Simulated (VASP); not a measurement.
# Ga26BAs27 (a cell with a defect) in VASP: single point with PBE

Aim: the single point of Ga26BAs27 (a cell with a defect) with PBE.

All numbers are computed with VASP 6.6.1; they aren't measurements. Logs are shortened: lines on timing, memory, paths and dates and some standing lists are left out, and cuts for length are marked.

**1. The cell of the first run**

The cell holds a defect, 54 atoms: a = 11.993 Å, b = 11.993 Å, c = 11.993 Å, α = 60.00°, β = 60.00°, γ = 60.00°.

**2. Single point, PBE, collinear spin**

The input, INCAR:

```
SYSTEM = Ga26BAs27
ALGO = Normal ; EDIFF = 1E-6
ENCUT = 420 ; GGA = PE
GGA_COMPAT = .False. ; ISIF = 2
ISMEAR = 0 ; ISPIN = 2
LASPH = .True. ; LCHARG = .False.
LORBIT = 11 ; LREAL = Auto
LWAVE = .False. ; MAGMOM = 0.2 0 0 0 0 0 0 0 0 0 0 0 0 0 0 0 0 0 0 0 0 0 0 0 0 0 0 0.2 0 0.2 0 0 0 0.2 0 0 0 0 0 0 0 0 0 0 0 0.2 0 0 0 0 0 0 0 0
NBANDS = 275 ; NELECT = 477.0
NELM = 200 ; PREC = Accurate
SIGMA = 0.05
```

The input, KPOINTS:

```
k-points
0
Gamma
  1 1 1
  0 0 0
```

The input, POSCAR:

```
Ga26BAs27
1.0
    0.0000000000      8.4805500000      8.4805500000
    8.4805500000      0.0000000000      8.4805500000
    8.4805500000      8.4805500000      0.0000000000
B Ga As
1 26 27
Direct
   -0.0000862939      0.0004090067     -0.0001803537
   -0.0001561523      0.0000291625      0.3281425307
   -0.0001481045      0.0000765017      0.6718739632
   -0.0000958422      0.3282573808     -0.0003317855
    0.0015906102      0.3330316253      0.3326100232
   -0.0000806260      0.3283849019      0.6718229007
   -0.0000343564      0.6723428597     -0.0003587182
   -0.0000335812      0.6723947194      0.3278108171
   -0.0002283139      0.6669190906      0.6666029960
    0.3280999105     -0.0000277190     -0.0002787809
    0.3328340227      0.0016758478      0.3326984999
    0.3279561948      0.0000667483      0.6720685824
    0.3329156948      0.3329061469      0.0013535557
    0.3329045327      0.3329199641      0.3326496831
    0.3337552454      0.3338536110      0.6661167634
    0.3285262319      0.6720242187     -0.0003743018
    0.3338476486      0.6663617045      0.3335866944
    0.3338056593      0.6663896573      0.6660758969
    0.6721457561     -0.0000433153     -0.0003164261
    0.6721233890      0.0000053396      0.3280174110
    0.6666958518     -0.0001808552      0.6667008858
    0.6723374968      0.3282523436     -0.0003846891
    0.6662743797      0.3338659491      0.3336239445
    0.6662703146      0.3338789480      0.6660641804
    0.6668198226      0.6668968815     -0.0004779917
    0.6663397965      0.6664162960      0.3335285836
    0.6667739933      0.6669144714      0.6666083229
    0.0734604770      0.0736005523      0.0736481676
    0.0827402158      0.0829456350      0.4170889596
    0.0733641629      0.0738801011      0.7789951308
    0.0827849742      0.4173993927      0.0824778377
    0.0827914137      0.4174979947      0.4170470306
    0.0835821051      0.4169264728      0.7496424344
    0.0740757316      0.7794192660      0.0731529711
    0.0836789858      0.7500372645      0.4165185610
    0.0836636625      0.7500831394      0.7496288956
    0.4172804743      0.0828084856      0.0825869383
    0.4172657296      0.0828434119      0.4171763165
    0.4167067653      0.0837009688      0.7497194199
    0.4175780746      0.4172107719      0.0825124838
    0.4164180115      0.4164881064      0.4162508413
    0.4164073922      0.4165060141      0.7506804837
    0.4167608796      0.7499608510      0.0834272356
    0.4164663744      0.7509905939      0.4162038682
    0.4167000997      0.7500333168      0.7496758580
    0.7793822547      0.0736610872      0.0733624235
    0.7498211460      0.0836831204      0.4166830009
    0.7498458960      0.0837301847      0.7496929935
    0.7498957304      0.4168841289      0.0834443694
    0.7509019423      0.4165284694      0.4161971112
    0.7499181244      0.4168538451      0.7495990260
    0.7499205952      0.7499696836      0.0833506231
    0.7498876728      0.7499932311      0.4165890802
    0.7500582835      0.7501202306      0.7498224004
```

Potentials or basis: VASP PAW PBE potentials, release 64 (B, Ga_d, As).

The run is started by

```console
cat potpaw_PBE.64/B/POTCAR potpaw_PBE.64/Ga_d/POTCAR potpaw_PBE.64/As/POTCAR > POTCAR
mpirun -np 1 vasp_gam > vasp.out
```

OUTCAR:

```text
SYSTEM = Ga26BAs27
   EDIFF = 1E-6
   ENCUT = 420
   GGA = PE
   ISIF = 2
   ISMEAR = 0
   ISPIN = 2
   LASPH = .True.
   LORBIT = 11
   LREAL = Auto
   NELECT = 477.0
   NELM = 200
   PREC = Accurate

 ion  position               nearest neighbor table
   1  1.000  0.000  1.000-  46 2.16  28 2.16  30 2.16  34 2.16
   2  1.000  0.000  0.328-  35 2.45  47 2.45  29 2.50  28 2.50
   3  1.000  0.000  0.672-  36 2.45  48 2.45  29 2.50  30 2.50
   4  1.000  0.328  1.000-  49 2.45  33 2.45  31 2.50  28 2.50
   5  0.002  0.333  0.333-  29 2.45  32 2.45  31 2.45  50 2.45
   6  1.000  0.328  0.672-  51 2.45  33 2.45  32 2.50  30 2.50
[... 46 lines left out ...]
  53  0.750  0.750  0.417-  27 2.45  20 2.45   8 2.45  26 2.45
  54  0.750  0.750  0.750-  21 2.45  25 2.45  27 2.45   9 2.45

  LATTYP: Found a face centered cubic cell.
 ALAT       =    16.9611000000

  Lattice vectors:

 A1 = (   0.0000000000,   8.4805500000,   8.4805500000)
 A2 = (   8.4805500000,   0.0000000000,   8.4805500000)
 A3 = (   8.4805500000,   8.4805500000,   0.0000000000)

Analysis of symmetry for initial positions (statically):
=====================================================================
 Subroutine PRICEL returns:
 Original cell was already a primitive cell.

 Routine SETGRP: Setting up the symmetry group for a
 face centered cubic supercell.

 Subroutine GETGRP returns: Found  1 space group operations
 (whereof  1 operations were pure point group operations)
 out of a pool of 48 trial point group operations.

The static configuration has the point symmetry C_1 .

Analysis of symmetry for dynamics (positions and initial velocities):
=====================================================================
 Subroutine PRICEL returns:
 Original cell was already a primitive cell.

 Routine SETGRP: Setting up the symmetry group for a
 face centered cubic supercell.

 Subroutine GETGRP returns: Found  1 space group operations
 (whereof  1 operations were pure point group operations)
 out of a pool of 48 trial point group operations.

The dynamic configuration has the point symmetry C_1 .

Analysis of structural, dynamic, and magnetic symmetry:
=====================================================================
 Subroutine PRICEL returns:
 Original cell was already a primitive cell.

 Routine SETGRP: Setting up the symmetry group for a
 face centered cubic supercell.

 Subroutine GETGRP returns: Found  1 space group operations
 (whereof  1 operations were pure point group operations)
 out of a pool of 48 trial point group operations.

The overall configuration has the point symmetry C_1 .

 Subroutine INISYM returns: Found  1 space group operations
 (whereof  1 operations are pure point group operations),
 and found     1 'primitive' translations

----------------------------------------------------------------------------------------

                                     Primitive cell

  volume of cell :    1219.8377

  direct lattice vectors                    reciprocal lattice vectors
     0.000000000  8.480550000  8.480550000    -0.058958440  0.058958440  0.058958440
     8.480550000  0.000000000  8.480550000     0.058958440 -0.058958440  0.058958440
     8.480550000  8.480550000  0.000000000     0.058958440  0.058958440 -0.058958440

  length of vectors
    11.993308826 11.993308826 11.993308826     0.102119014  0.102119014  0.102119014

  position of ions in fractional coordinates (direct lattice)
     0.999913706  0.000409007  0.999819646
     0.999843848  0.000029162  0.328142531
     0.999851896  0.000076502  0.671873963
     0.999904158  0.328257381  0.999668214
     0.001590610  0.333031625  0.332610023
     0.999919374  0.328384902  0.671822901
[... 46 lines left out ...]
     0.749887673  0.749993231  0.416589080
     0.750058284  0.750120231  0.749822400

  ion indices of the primitive-cell ions
   primitive index   ion index
                 1           1
                 2           2
                 3           3
                 4           4
                 5           5
                 6           6
[... 46 lines left out ...]
                53          53
                54          54

----------------------------------------------------------------------------------------

 KPOINTS: k-points

Automatic generation of k-mesh.
 Grid dimensions read from file:
 generate k-points for:    1    1    1

 Generating k-lattice:

  Cartesian coordinates                     Fractional coordinates (reciprocal lattice)
    -0.058958440  0.058958440  0.058958440     1.000000000  0.000000000  0.000000000
     0.058958440 -0.058958440  0.058958440     0.000000000  1.000000000  0.000000000
     0.058958440  0.058958440 -0.058958440     0.000000000  0.000000000  1.000000000

  Length of vectors
     0.102119014  0.102119014  0.102119014

  Shift w.r.t. Gamma in fractional coordinates (k-lattice)
     0.000000000  0.000000000  0.000000000

 Subroutine IBZKPT returns following result:
 ===========================================

 Found      1 irreducible k-points:

 Following reciprocal coordinates:
            Coordinates               Weight
  0.000000  0.000000  0.000000      1.000000
   k-points           NKPTS =      1   k-points in BZ     NKDIM =      1   number of bands    NBANDS=    275
   number of dos      NEDOS =    301   number of ions     NIONS =     54
   total plane-waves  NPLWV = 512000
   dimension x,y,z NGX =    80 NGY =   80 NGZ =   80
   dimension x,y,z NGXF=   160 NGYF=  160 NGZF=  160
   ions per type =               1  26  27
   NGX,Y,Z   is equivalent  to a cutoff of  11.09, 11.09, 11.09 a.u.
   NGXF,Y,Z  is equivalent  to a cutoff of  22.18, 22.18, 22.18 a.u.
 SYSTEM =  Ga26BAs27
   PREC   = accura    normal or accurate (medium, high low for compatibility)
   ISTART =      0    job   : 0-new  1-cont  2-samecut
   ICHARG =      2    charge: 1-file 2-atom 10-const
   ISPIN  =      2    spin polarized calculation?
   LNONCOLLINEAR =      F non collinear calculations
   LSORBIT =      F    spin-orbit coupling
   LASPH  =      T    aspherical Exc in radial PAW
   ENCUT  =  420.0 eV  30.87 Ry    5.56 a.u.  20.04 20.04 20.04*2*pi/ulx,y,z
   NELM   =    200;   NELMIN=  2; NELMDL= -5     # of ELM steps
   EDIFF  = 0.1E-05   stopping-criterion for ELM
   LREAL  =      T    real-space projection
   EDIFFG = 0.1E-04   stopping-criterion for IOM
   NSW    =      0    number of steps for IOM
   IBRION =     -1    ionic relax: 0-MD 1-quasi-New 2-CG
   NFREE  =      0    steps in history (QN), initial steepest desc. (CG)
   ISIF   =      2    stress and relaxation
   ISYM   =      2    0-nonsym 1-usesym 2-fastsym
   POTIM  = 0.5000    time-step for ionic-motion
   TEBEG  =    0.0;   TEEND  =   0.0 temperature during run
   PSTRESS=    0.0 pullay stress
   NELECT =     477.0000    total number of electrons
   NUPDOWN=      -1.0000    fix difference up-down
   EMIN   =  10.00;   EMAX   =-10.00  energy-range for DOS
   EFERMI =   0.00;   METHOD = LEGACY
   ISMEAR =     0;   SIGMA  =   0.05  broadening in eV -4-tet -1-fermi 0-gaus
   EFERMI_NEDOS =   21; number of points for ismear=-14 and -15
   IALGO  =     38    algorithm
   IMIX   =      4    mixing-type and parameters
     AMIX     =   0.40;   BMIX     =  1.00
     AMIX_MAG =   1.60;   BMIX_MAG =  1.00
  volume/ion in A,a.u.               =      22.59       152.44
  Fermi-wavevector in a.u.,A,eV,Ry     =   1.197146  2.262277 19.499290  1.433157
  Thomas-Fermi vector in A             =   2.333068
   LORBIT       =     11    0 simple, 1 ext, 2 COOP (PROOUT), +10 PAW based schemes
   GGA     = PE    functional components
   LHFCALC =     F    Hartree Fock is set to
   AEXX    =    0.0000 exact exchange contribution
   IVDW    =     0    specifies the selected vdW correction
   LEPSILON=     F    determine dielectric tensor
   LRPA    =     F    only Hartree local field effects (RPA)
 spin polarized calculation
 Gauss-broadening in eV      SIGMA  =   0.05
  energy-cutoff  :      420.00
  volume of cell :     1219.84
 maximum number of plane-waves:     11915
   NGX = 41   NGY = 41   NGZ = 41

 number of electron     477.0000060 magnetization       0.0002699

 Free energy of the ion-electron system (eV)
  ---------------------------------------------------
  ext. energy  EPLUGINS =         0.00000000
  ---------------------------------------------------
  free energy    TOTEN  =      -205.27367448 eV

  energy without entropy =     -205.24546500  energy(sigma->0) =     -205.25956974

 E-fermi :   4.3762     XC(G=0):  -9.4983

 val. band max:        4.3761715162   @ k =   0.0000   0.0000   0.0000
 cond. band min:       4.3761825172   @ k =   0.0000   0.0000   0.0000
 fundamental gap:      0.0000110010
 Fermi energy:         4.3761770167

 spin component 1

 k-point     1 :       0.0000    0.0000    0.0000
  band No.  band energies     occupation
      1     -11.0340      1.00000
      2     -11.0339      1.00000
      3     -11.0338      1.00000
      4     -11.0337      1.00000
      5     -11.0309      1.00000
      6     -11.0307      1.00000
[... 242 lines left out ...]
    249       5.4379      0.00000
    250       5.4974      0.00000
 Fermi energy:         4.3761770167

 spin component 2

 k-point     1 :       0.0000    0.0000    0.0000
  band No.  band energies     occupation
      1     -11.0340      1.00000
      2     -11.0339      1.00000
      3     -11.0338      1.00000
      4     -11.0337      1.00000
      5     -11.0309      1.00000
      6     -11.0307      1.00000
[... 242 lines left out ...]
    249       5.4380      0.00000
    250       5.4974      0.00000
 [bands above 250 left out]

------------------------ aborting loop because EDIFF is reached ----------------------------------------

  FORCE on cell =-STRESS in cart. coord.  units (eV):
  Direction    XX          YY          ZZ          XY          YZ          ZX
  --------------------------------------------------------------------------------------
  -------------------------------------------------------------------------------------
  Total       40.8349458     40.8374206     40.8412194      0.0029734      0.0127164     -0.0086412
  in kB       53.6340402     53.6372907     53.6422802      0.0039053      0.0167021     -0.0113497
  external PRESSURE =      53.6378704 kB  Pullay stress =       0.0000000 kB

 VOLUME and BASIS-vectors are now :
 -----------------------------------------------------------------------------
  energy-cutoff  :      420.00
  volume of cell :     1219.84
      direct lattice vectors                 reciprocal lattice vectors
     0.000000000  8.480550000  8.480550000    -0.058958440  0.058958440  0.058958440
     8.480550000  0.000000000  8.480550000     0.058958440 -0.058958440  0.058958440
     8.480550000  8.480550000  0.000000000     0.058958440  0.058958440 -0.058958440

 POSITION                                       TOTAL-FORCE (eV/Angst)
 -----------------------------------------------------------------------------------
      8.48249     16.95884      8.48329        -0.025791      0.010087     -0.008422
      2.78308     11.26205      8.47947        -0.021687     -0.022652      0.067874
      5.69851     14.17715      8.47994         0.019386      0.017576      0.069281
     11.26154     16.95747     11.26354        -0.021555      0.076294     -0.022795
      5.64501      2.83421      2.83778        -0.030975      0.026978      0.032525
      8.48231     14.17729     11.26475        -0.071320      0.019923     -0.021249
[... 46 lines left out ...]
      9.89326      9.89236     12.71981         0.005662      0.009778      0.003560
     12.72034     12.71981     12.72234         0.001805      0.001935     -0.003579
 -----------------------------------------------------------------------------------
    total drift:                                0.000724      0.016264     -0.011712

  FREE ENERGIE OF THE ION-ELECTRON SYSTEM (eV)
  ---------------------------------------------------
  free  energy   TOTEN  =      -205.2736744786 eV

  energy  without entropy=     -205.2454649998  energy(sigma->0) =     -205.25956974

 total charge

# of ion       s       p       d       tot
------------------------------------------
    1        0.642   1.013   0.000   1.655
    2        0.854   0.804   9.994  11.652
    3        0.854   0.804   9.994  11.652
    4        0.854   0.803   9.994  11.651
    5        0.847   0.833   9.999  11.680
    6        0.854   0.804   9.994  11.652
[... 46 lines left out ...]
   53        1.183   1.668   0.028   2.880
   54        1.180   1.672   0.029   2.881
--------------------------------------------------
tot         54.729  67.074 260.689 382.493

 magnetization (x)

# of ion       s       p       d       tot
------------------------------------------
    1        0.000   0.000   0.000   0.000
    2        0.000   0.000  -0.000   0.000
    3        0.000   0.000  -0.000   0.000
    4        0.000   0.000  -0.000   0.000
    5        0.000   0.000   0.000   0.000
    6        0.000   0.000  -0.000   0.000
[... 46 lines left out ...]
   53        0.000  -0.000   0.000   0.000
   54        0.000   0.000  -0.000   0.000
--------------------------------------------------
tot          0.000  -0.000  -0.000   0.000
```

Wall time 38 min (1 thread of Intel Xeon 8259CL, shared host); peak memory 1.4 GiB.

Results:

```
Free energy                                           : -205.2737 eV
Largest force                                         : 0.085 eV/Å
Net moment                                            : 0.00 μB per cell
Valence electrons inside the program's atomic spheres : B 1.66; Ga 11.65, 11.68 (each value once); As 2.84, 2.86, 2.88 (each value once)
```

Forces in eV/Å, atoms in the order of the input:
```
B   -0.026  0.010 -0.008
Ga  -0.022 -0.023  0.068
Ga   0.019  0.018  0.069
Ga  -0.022  0.076 -0.023
Ga  -0.031  0.027  0.033
Ga  -0.071  0.020 -0.021
Ga   0.020  0.080  0.022
Ga  -0.075 -0.020  0.022
Ga  -0.015  0.013  0.022
Ga   0.076 -0.020 -0.021
Ga   0.028 -0.031  0.032
Ga   0.018 -0.075 -0.017
Ga   0.032  0.029 -0.031
Ga  -0.030 -0.032 -0.028
Ga   0.002 -0.001 -0.012
Ga   0.023 -0.022 -0.073
Ga   0.001 -0.014 -0.001
Ga   0.011 -0.001  0.000
Ga   0.076  0.021  0.022
Ga  -0.022 -0.073  0.023
Ga   0.015 -0.014  0.020
Ga  -0.023  0.022 -0.073
Ga  -0.014  0.001  0.000
Ga   0.001  0.012  0.001
Ga   0.017  0.013 -0.017
Ga   0.001  0.001  0.013
Ga  -0.016 -0.017 -0.018
As   0.000 -0.008  0.019
As   0.001  0.001 -0.007
As   0.009  0.017  0.007
As   0.003 -0.006  0.007
As   0.007 -0.005  0.006
As   0.008 -0.005 -0.003
As   0.014 -0.017 -0.015
As   0.013  0.004 -0.021
As  -0.005 -0.013 -0.021
As  -0.009 -0.001  0.001
As   0.002  0.010 -0.001
As  -0.009  0.009 -0.006
As   0.003 -0.003  0.005
As   0.011  0.011  0.011
As  -0.011 -0.012  0.012
As  -0.014  0.006  0.015
As  -0.009  0.009 -0.011
As  -0.006  0.016  0.015
As   0.009 -0.002 -0.006
As  -0.001  0.009 -0.011
As  -0.014 -0.002 -0.016
As  -0.001 -0.010  0.008
As   0.012 -0.011 -0.011
As   0.017 -0.001  0.012
As  -0.008 -0.005  0.004
As   0.006  0.010  0.004
As   0.002  0.002 -0.004
```

Levels at points of the mesh, in eV from the Fermi level:
Spin up:
```csv
k point,band 234,band 235,band 236,band 237,band 238,band 239,band 240,band 241,band 242,band 243
"(0.00, 0.00, 0.00)",-1.22,-1.22,-0.39,-0.39,-0.39,0.00,0.57,0.61,0.61,0.61
```
Spin down:
```tsv
k point	band 236	band 237	band 238	band 239	band 240	band 241
(0.00, 0.00, 0.00)	-0.39	-0.39	-0.39	0.00	0.57	0.61
```

Caveat: the k points lie up to 0.64 Å⁻¹ apart; the cell carries a net charge on a neutralising background, which shifts energy and pressure; the cell is charged against a uniform background, so pressure and absolute levels hang on convention.
